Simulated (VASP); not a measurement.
Wanted: the native input for a VASP 6.6.1 run.

| Property | Result |
| --- | --- |
| Task | relaxation of cell and atoms |
| Functional | PBE |
| Potentials or basis | VASP PAW PBE potentials, release 64 (Si, Sn_d, Ge_d) |
| Cutoff | 600 eV |
| k mesh | 10 × 10 × 8 |
| Occupations | fermi-dirac, width 0.15 eV |
| Spin | no spin polarisation |
| Dipole correction | no |
| Further INCAR settings | ALGO = Normal; EDIFF = 1e-07; IBRION = 2; EDIFFG = -0.001; NSW = 80; ISIF = 3 |

The structure of SiSnGe2 lies in POSCAR:

```
SiSnGe2
1.0
    4.1596023605      0.0000000000      0.0000000000
    0.0000000000      4.1596023605      0.0000000000
    0.0000000000      0.0000000000      5.9373636800
Si Sn Ge
1 1 2
Direct
    0.0000000000      0.0000000000      0.0000000000
    0.5000000000      0.5000000000      0.5000000000
    0.5000000000      0.0000000000      0.7746103056
    0.0000000000      0.5000000000      0.2253896944
```

One way to write it, as run:

INCAR

```
  PREC = Accurate
  ENCUT = 600
  EDIFF = 1E-7
  ISMEAR = -1
  SIGMA = 0.15
  LREAL = F
  LASPH = T
  NELM = 80
  ALGO = Normal
  ISIF = 3
  LWAVE = F
  LCHARG = F
  GGA = PE
  IBRION = 2
  NSW = 80
  EDIFFG = -0.001
```

KPOINTS

```
regular mesh
0
Gamma
  10 10 8
```

Potentials or basis: VASP PAW PBE potentials, release 64 (Si, Sn_d, Ge_d).

Command:

```sh
$ cat potpaw_PBE.64/Si/POTCAR potpaw_PBE.64/Sn_d/POTCAR potpaw_PBE.64/Ge_d/POTCAR > POTCAR
$ mpirun -np 1 vasp_std > vasp.out
```

It gave:

```yaml
Relaxed_volume: 25.69 Å³/atom
Relaxed_cell: a = 4.159 Å, b = 4.159 Å, c = 5.940 Å, α = 90.00°, β = 90.00°, γ = 90.00°
Space_group_after_relaxing_to_0.1_Å: P-4m2 (No. 115)
Energy_gained_by_relaxing: 0.0 meV/atom
Ionic_steps: 5
Pressure_after_relaxing: 0.0 GPa
Band_gap_on_the_k_mesh: zero (bands 23 and 24 overlap by 0.06 eV)
```

Caveat: semilocal functionals underestimate gaps, and a narrow one can read as zero; spin-orbit coupling is left out, which moves the levels of the heavy elements.

Run time: 10 min on 1 thread of Intel(R) Xeon(R) Platinum 8259CL CPU @ 2.50GHz (Skylake/Cascade Lake), on a shared host, peak memory 0.51 GiB.
